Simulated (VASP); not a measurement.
# Na4NbInSi3O12 (R3c) in VASP: electric field gradients with PBE

Aim: the electric field gradients of Na4NbInSi3O12 with PBE.

All numbers are computed with VASP 6.6.1; they aren't measurements. Logs are shortened: lines on timing, memory, paths and dates and some standing lists are left out, and cuts for length are marked.

## 1. The cell of the first run

The structure is trigonal, space group R3c (No. 161). The conventional cell has a = 9.240 Å, b = 9.240 Å, c = 22.487 Å, α = 90.00°, β = 90.00°, γ = 120.00°. Na (site symmetry 1) has 8 O at 2.42 to 3.01 Å and 3 Si at 3.05 to 3.18 Å and 1 In at 3.19 Å within 3.2 Å. Na (site symmetry 3) has 6 O at 2.51 to 2.64 Å and 1 In at 3.27 Å within 3.3 Å. Nb (site symmetry 3) has 6 O at 1.98 to 2.07 Å within 2.6 Å. In (site symmetry 3) has 6 O at 2.09 to 2.19 Å within 2.8 Å. Si (site symmetry 1) has 4 O at 1.60 to 1.69 Å within 2.1 Å. Within 2.1 Å of O (site symmetry 1) lie 1 Si at 1.60 Å and 1 In at 2.09 Å. O (site symmetry 1) has 1 Si at 1.69 Å and 1 Nb at 1.98 Å within 2.3 Å. Within 2.1 Å of O (site symmetry 1) lie 1 Si at 1.61 Å.

## 2. Electric field gradients, PBE

The input, INCAR:

```
SYSTEM = Na4NbInSi3O12
PREC     = Accurate       ! precision mode
ENCUT    = 520            ! plane-wave cutoff, eV
EDIFF    = 1E-8           ! SCF threshold, eV
ISMEAR   = -1             ! smearing method
SIGMA    = 0.02           ! smearing width, eV
LREAL    = Auto         
LASPH    = .True.         ! aspherical terms in the spheres
NELM     = 100            ! most SCF steps
ALGO     = Normal         ! electronic algorithm
ISIF     = 2              ! what is computed and relaxed
LWAVE    = .False.        ! write WAVECAR
LCHARG   = .False.        ! write CHGCAR
GGA      = PE             ! functional
LEFG     = .True.       
NBANDS   = 165            ! bands
```

The input, KPOINTS:

```
regular mesh
0
Gamma
  3 3 3
  0 0 0
```

The input, POSCAR:

```
Na4NbInSi3O12
1.0
    4.6199803302      2.6673468873      7.4958311100
   -4.6199803302      2.6673468873      7.4958311100
    0.0000000000     -5.3346937746      7.4958311100
Na Nb In Si O
8 2 2 6 24
Direct
    0.8857399100      0.6215388400      0.2349001000
    0.6215388400      0.2349001000      0.8857399100
    0.2349001000      0.8857399100      0.6215388400
    0.3857399100      0.7349001000      0.1215388400
    0.7349001000      0.1215388400      0.3857399100
    0.1215388400      0.3857399100      0.7349001000
    0.4952687400      0.4952687400      0.4952687400
    0.9952687400      0.9952687400      0.9952687400
    0.6468015300      0.6468015300      0.6468015300
    0.1468015300      0.1468015300      0.1468015300
    0.3498458900      0.3498458900      0.3498458900
    0.8498458900      0.8498458900      0.8498458900
    0.5451517700      0.9558785200      0.2525945800
    0.9558785200      0.2525945800      0.5451517700
    0.2525945800      0.5451517700      0.9558785200
    0.0451517700      0.7525945800      0.4558785200
    0.7525945800      0.4558785200      0.0451517700
    0.4558785200      0.0451517700      0.7525945800
    0.5290695800      0.1248334400      0.2767529000
    0.1248334400      0.2767529000      0.5290695800
    0.2767529000      0.5290695800      0.1248334400
    0.0290695800      0.7767529000      0.6248334400
    0.7767529000      0.6248334400      0.0290695800
    0.6248334400      0.0290695800      0.7767529000
    0.4968859700      0.8587395800      0.7236377900
    0.8587395800      0.7236377900      0.4968859700
    0.7236377900      0.4968859700      0.8587395800
    0.9968859700      0.2236377900      0.3587395800
    0.2236377900      0.3587395800      0.9968859700
    0.3587395800      0.9968859700      0.2236377900
    0.4225176400      0.2261158100      0.5885052000
    0.2261158100      0.5885052000      0.4225176400
    0.5885052000      0.4225176400      0.2261158100
    0.9225176400      0.0885052000      0.7261158100
    0.0885052000      0.7261158100      0.9225176400
    0.7261158100      0.9225176400      0.0885052000
    0.5556173400      0.7758865000      0.4337183900
    0.7758865000      0.4337183900      0.5556173400
    0.4337183900      0.5556173400      0.7758865000
    0.0556173400      0.9337183900      0.2758865000
    0.9337183900      0.2758865000      0.0556173400
    0.2758865000      0.0556173400      0.9337183900
```

Potentials or basis: VASP PAW PBE potentials, release 64 (Na_pv, Nb_sv, In_d, Si, O).

The run is started by

```bash
$ cat potpaw_PBE.64/Na_pv/POTCAR potpaw_PBE.64/Nb_sv/POTCAR potpaw_PBE.64/In_d/POTCAR potpaw_PBE.64/Si/POTCAR potpaw_PBE.64/O/POTCAR > POTCAR
$ mpirun -np 1 vasp_std > vasp.out
```

OUTCAR:

```text
SYSTEM = Na4NbInSi3O12
   PREC = Accurate
   ENCUT = 520
   EDIFF = 1E-8
   ISMEAR = -1
   LREAL = Auto
   LASPH = .True.
   NELM = 100
   ISIF = 2
   GGA = PE

 ion  position               nearest neighbor table
   1  0.886  0.622  0.235-  12 3.19
   2  0.622  0.235  0.886-  12 3.19
   3  0.235  0.886  0.622-  12 3.19
   4  0.386  0.735  0.122-  11 3.19
   5  0.735  0.122  0.386-  11 3.19
   6  0.122  0.386  0.735-  11 3.19
   7  0.495  0.495  0.495-  11 3.27
   8  0.995  0.995  0.995-  12 3.27
   9  0.647  0.647  0.647-  25 1.98  27 1.98  26 1.98  38 2.07  37 2.07  39 2.07
  10  0.147  0.147  0.147-  30 1.98  28 1.98  29 1.98  41 2.07  42 2.07  40 2.07
  11  0.350  0.350  0.350-  19 2.09  21 2.09  20 2.09  32 2.19  31 2.19  33 2.19   5 3.19   4 3.19
                             6 3.19   7 3.27  13 3.51  14 3.51  15 3.51
  12  0.850  0.850  0.850-  24 2.09  22 2.09  23 2.09  35 2.19  36 2.19  34 2.19   2 3.19   3 3.19
                             1 3.19   8 3.27  18 3.51  17 3.51  16 3.51
  13  0.545  0.956  0.253-  19 1.60  36 1.61  37 1.67  30 1.69  11 3.51
  14  0.956  0.253  0.545-  20 1.60  34 1.61  38 1.67  28 1.69  11 3.51
  15  0.253  0.545  0.956-  21 1.60  35 1.61  39 1.67  29 1.69  11 3.51
  16  0.045  0.753  0.456-  22 1.60  32 1.61  40 1.67  26 1.69  12 3.51
  17  0.753  0.456  0.045-  23 1.60  33 1.61  41 1.67  27 1.69  12 3.51
  18  0.456  0.045  0.753-  24 1.60  31 1.61  42 1.67  25 1.69  12 3.51
  19  0.529  0.125  0.277-  13 1.60  11 2.09
  20  0.125  0.277  0.529-  14 1.60  11 2.09
  21  0.277  0.529  0.125-  15 1.60  11 2.09
  22  0.029  0.777  0.625-  16 1.60  12 2.09
  23  0.777  0.625  0.029-  17 1.60  12 2.09
  24  0.625  0.029  0.777-  18 1.60  12 2.09
[... 16 lines left out ...]
  41  0.934  0.276  0.056-  17 1.67  10 2.07
  42  0.276  0.056  0.934-  18 1.67  10 2.07

  LATTYP: Found a trigonal (rhomboedric) cell.
 ALAT       =     9.2003500856
 COS(alpha) =     0.4956853986

  Lattice vectors:

 A1 = (   4.6199803302,   2.6673468873,   7.4958311100)
 A2 = (  -4.6199803302,   2.6673468873,   7.4958311100)
 A3 = (   0.0000000000,  -5.3346937746,   7.4958311100)
[... 250 lines left out ...]
      4     -29.6294      2.00000
      5     -29.6193      2.00000
      6     -29.6193      2.00000
[... 907 lines left out ...]
    149       8.0081      0.00000
    150       8.4582      0.00000
 [bands above 150 left out]

------------------------ aborting loop because EDIFF is reached ----------------------------------------

  FORCE on cell =-STRESS in cart. coord.  units (eV):
  Direction    XX          YY          ZZ          XY          YZ          ZX
  --------------------------------------------------------------------------------------
  -------------------------------------------------------------------------------------
  Total       -2.8619470     -2.8619470     -3.3741262     -0.0000000      0.0000000      0.0000000
  in kB       -8.2733519     -8.2733519     -9.7539660     -0.0000000      0.0000000      0.0000000
  external PRESSURE =      -8.7668899 kB  Pullay stress =       0.0000000 kB

 VOLUME and BASIS-vectors are now :
 -----------------------------------------------------------------------------
  energy-cutoff  :      520.00
  volume of cell :      554.23
      direct lattice vectors                 reciprocal lattice vectors
     4.619980330  2.667346887  7.495831110     0.108225569  0.062484061  0.044469163
    -4.619980330  2.667346887  7.495831110    -0.108225569  0.062484061  0.044469163
     0.000000000 -5.334693775  7.495831110     0.000000000 -0.124968123  0.044469163

 POSITION                                       TOTAL-FORCE (eV/Angst)
 -----------------------------------------------------------------------------------
      1.22060      2.76732     13.05908         0.004004      0.041339     -0.108294
      1.78626     -2.44073     13.05908         0.033799     -0.024137     -0.108294
     -3.00687     -0.32658     13.05908        -0.037802     -0.017202     -0.108294
     -1.61311      2.34076      9.31116         0.037802     -0.017202     -0.108294
      2.83372      0.22662      9.31116        -0.033799     -0.024137     -0.108294
     -1.22060     -2.56738      9.31116        -0.004004      0.041339     -0.108294
[... 34 lines left out ...]
      3.03917      2.92973      9.48389         0.320867      0.021263      0.154571
      1.01764     -4.09687      9.48389        -0.142019     -0.288510      0.154571
 -----------------------------------------------------------------------------------
    total drift:                                0.000000      0.000000     -0.014443

  FREE ENERGIE OF THE ION-ELECTRON SYSTEM (eV)
  ---------------------------------------------------
  free  energy   TOTEN  =      -287.1494421735 eV

  energy  without entropy=     -287.1494421735  energy(sigma->0) =     -287.14944217

 Electric field gradients (V/A^2)
---------------------------------------------------------------------
 ion       V_xx      V_yy      V_zz      V_xy      V_xz      V_yz
---------------------------------------------------------------------
   1       1.911    -7.441     5.530     3.315    -1.991     4.178
   2      -7.974     2.444     5.530     2.392     4.613    -0.365
   3      -2.232    -3.298     5.530    -5.707    -2.623    -3.813
   4      -2.232    -3.298     5.530     5.707     2.623    -3.813
   5      -7.974     2.444     5.530    -2.392    -4.613    -0.365
   6       1.911    -7.441     5.530    -3.315     1.991     4.178
[... 34 lines left out ...]
  41      51.794   -27.876   -23.918    -5.617    20.842    -2.244
  42      -3.094    27.012   -23.918    37.307   -12.365   -16.928
---------------------------------------------------------------------

 Electric field gradients after diagonalization (V/A^2)
 (convention: |V_zz| > |V_xx| > |V_yy|)
----------------------------------------------------------------------
 ion       V_xx      V_yy      V_zz     asymmetry (V_yy - V_xx)/ V_zz
----------------------------------------------------------------------
   1       6.986     2.879    -9.865       0.416
   2       6.986     2.879    -9.865       0.416
   3       6.986     2.879    -9.865       0.416
   4       6.986     2.879    -9.865       0.416
   5       6.986     2.879    -9.865       0.416
   6       6.986     2.879    -9.865       0.416
[... 34 lines left out ...]
  41     -29.702   -27.871    57.574       0.032
  42     -29.702   -27.871    57.574       0.032
----------------------------------------------------------------------

           NMR quadrupolar parameters

 Cq : quadrupolar parameter    Cq=e*Q*V_zz/h
 eta: asymmetry parameters     (V_yy - V_xx)/ V_zz
 Q  : nuclear electric quadrupole moment in mb (millibarn)
----------------------------------------------------------------------
 ion       Cq(MHz)       eta       Q (mb)
----------------------------------------------------------------------
   1      -0.024       0.416       1.000
   2      -0.024       0.416       1.000
   3      -0.024       0.416       1.000
   4      -0.024       0.416       1.000
   5      -0.024       0.416       1.000
   6      -0.024       0.416       1.000
[... 34 lines left out ...]
  41       0.139       0.032       1.000
  42       0.139       0.032       1.000
----------------------------------------------------------------------
```

Run time: 22 min. Hardware: 1 thread of AMD EPYC 9R45 (Zen 5), shared host; peak memory 0.91 GiB.

What came out:

* Free energy: -287.1494 eV
* Pressure: -0.9 GPa
* Largest force: 0.444 eV/Å
* Band gap on the k mesh: 2.57 eV, direct

Forces on the atoms (eV/Å):
```
Na   0.004  0.041 -0.108
Na   0.034 -0.024 -0.108
Na  -0.038 -0.017 -0.108
Na   0.038 -0.017 -0.108
Na  -0.034 -0.024 -0.108
Na  -0.004  0.041 -0.108
Na   0.000  0.000 -0.057
Na   0.000  0.000 -0.057
Nb   0.000  0.000  0.034
Nb   0.000  0.000  0.034
In   0.000  0.000 -0.037
In   0.000  0.000 -0.037
Si  -0.020 -0.113 -0.027
Si  -0.088  0.074 -0.027
Si   0.108  0.039 -0.027
Si  -0.108  0.039 -0.027
Si   0.088  0.074 -0.027
Si   0.020 -0.113 -0.027
O    0.002 -0.098  0.148
O   -0.086  0.048  0.148
O    0.084  0.051  0.148
O   -0.084  0.051  0.148
O    0.086  0.048  0.148
O   -0.002 -0.098  0.148
O    0.365  0.133 -0.214
O   -0.067 -0.383 -0.214
O   -0.298  0.250 -0.214
O    0.298  0.250 -0.214
O    0.067 -0.383 -0.214
O   -0.365  0.133 -0.214
O   -0.146  0.060  0.067
O    0.125  0.097  0.067
O    0.021 -0.157  0.067
O   -0.021 -0.157  0.067
O   -0.125  0.097  0.067
O    0.146  0.060  0.067
O    0.142 -0.289  0.155
O   -0.321  0.021  0.155
O    0.179  0.267  0.155
O   -0.179  0.267  0.155
O    0.321  0.021  0.155
O   -0.142 -0.289  0.155
```

Electric field gradients, principal values (V/Å²):
| atom | least | middle | greatest (by size) |
| --- | --- | --- | --- |
| 1 Na | 2.879 | 6.986 | -9.865 |
| 2 Na | 2.879 | 6.986 | -9.865 |
| 3 Na | 2.879 | 6.986 | -9.865 |
| 4 Na | 2.879 | 6.986 | -9.865 |
| 5 Na | 2.879 | 6.986 | -9.865 |
| 6 Na | 2.879 | 6.986 | -9.865 |
| 7 Na | 5.827 | 5.827 | -11.654 |
| 8 Na | 5.827 | 5.827 | -11.654 |
| 9 Nb | -4.881 | -4.881 | 9.761 |
| 10 Nb | -4.881 | -4.881 | 9.761 |
| 11 In | -27.018 | -27.018 | 54.035 |
| 12 In | -27.018 | -27.018 | 54.035 |
| 13 Si | -4.439 | -24.680 | 29.119 |
| 14 Si | -4.439 | -24.680 | 29.119 |
| 15 Si | -4.439 | -24.680 | 29.119 |
| 16 Si | -4.439 | -24.680 | 29.119 |
| 17 Si | -4.439 | -24.680 | 29.119 |
| 18 Si | -4.439 | -24.680 | 29.119 |
| 19 O | -18.983 | -39.527 | 58.510 |
| 20 O | -18.983 | -39.527 | 58.510 |
| 21 O | -18.983 | -39.527 | 58.510 |
| 22 O | -18.983 | -39.527 | 58.510 |
| 23 O | -18.983 | -39.527 | 58.510 |
| 24 O | -18.983 | -39.527 | 58.510 |
| 25 O | -26.084 | -29.194 | 55.278 |
| 26 O | -26.084 | -29.194 | 55.278 |
| 27 O | -26.084 | -29.194 | 55.278 |
| 28 O | -26.084 | -29.194 | 55.278 |
| 29 O | -26.084 | -29.194 | 55.278 |
| 30 O | -26.084 | -29.194 | 55.278 |
| 31 O | -16.908 | -42.323 | 59.231 |
| 32 O | -16.908 | -42.323 | 59.231 |
| 33 O | -16.908 | -42.323 | 59.231 |
| 34 O | -16.908 | -42.323 | 59.231 |
| 35 O | -16.908 | -42.323 | 59.231 |
| 36 O | -16.908 | -42.323 | 59.231 |
| 37 O | -27.871 | -29.702 | 57.574 |
| 38 O | -27.871 | -29.702 | 57.574 |
| 39 O | -27.871 | -29.702 | 57.574 |
| 40 O | -27.871 | -29.702 | 57.574 |
| 41 O | -27.871 | -29.702 | 57.574 |
| 42 O | -27.871 | -29.702 | 57.574 |

Caveat: without QUAD_EFG the Cq values of the log hold for a quadrupole moment of 1 mb, not for the nuclei; spin-orbit coupling is left out, which moves the levels of the heavy elements.
